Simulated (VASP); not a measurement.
A run of VASP 6.6.1 is set up as follows.

INCAR

```
SYSTEM = Si8N
  ALGO = Normal
  EDIFF = 1E-7
  EDIFFG = -0.01
  ENCUT = 600
  GGA = PE
  IBRION = 2
  ISIF = 3
  ISMEAR = 0
  LASPH = .TRUE.
  LCHARG = .FALSE.
  LREAL = .FALSE.
  LWAVE = .FALSE.
  NELM = 100
  NSW = 100
  PREC = Accurate
  SIGMA = 0.1
```

Contents of KPOINTS:

```
k-points
0
G
  6 6 14
  0 0 0
```

File POSCAR:

```
Si8N
1.0
    8.1775890297      0.0000000000      0.0000000000
   -4.0887945148      7.0819998414      0.0000000000
    0.0000000000      0.0000000000      2.6703201544
Si N
8 1
Direct
    0.8354507520      0.1645492480      0.0000000000
    0.8354507520      0.6709015039      0.0000000000
    0.3290984961      0.1645492480      0.0000000000
    0.1645492480      0.8354507520      0.0000000000
    0.1645492480      0.3290984961      0.0000000000
    0.6709015039      0.8354507520      0.0000000000
    0.3333333333      0.6666666667      0.0000000000
    0.6666666667      0.3333333333      0.0000000000
    0.0000000000      0.0000000000      0.5000000000
```

Potentials or basis: VASP PAW PBE potentials, release 64 (Si, N).

Command:

```bash
$ cat potpaw_PBE.64/Si/POTCAR potpaw_PBE.64/N/POTCAR > POTCAR
$ mpirun -np 1 vasp_std > vasp.out
```

Q: Predict the space group after relaxing (to 0.1 Å).

A: P6/mmm (No. 191).

Q: Estimate the relaxed cell.

A: a = 8.190 Å, b = 8.190 Å, c = 2.659 Å, α = 90.00°, β = 90.00°, γ = 120.00°.

Forces in eV/Å, atoms in the order of the input:
```
Si   0.005 -0.003  0.000
Si   0.000  0.006  0.000
Si  -0.005 -0.003  0.000
Si  -0.005  0.003  0.000
Si   0.000 -0.006  0.000
Si   0.005  0.003  0.000
Si   0.000  0.000  0.000
Si   0.000  0.000  0.000
N    0.000  0.000  0.000
```

Caveat: the highest band is partly filled, so the run has too few bands.
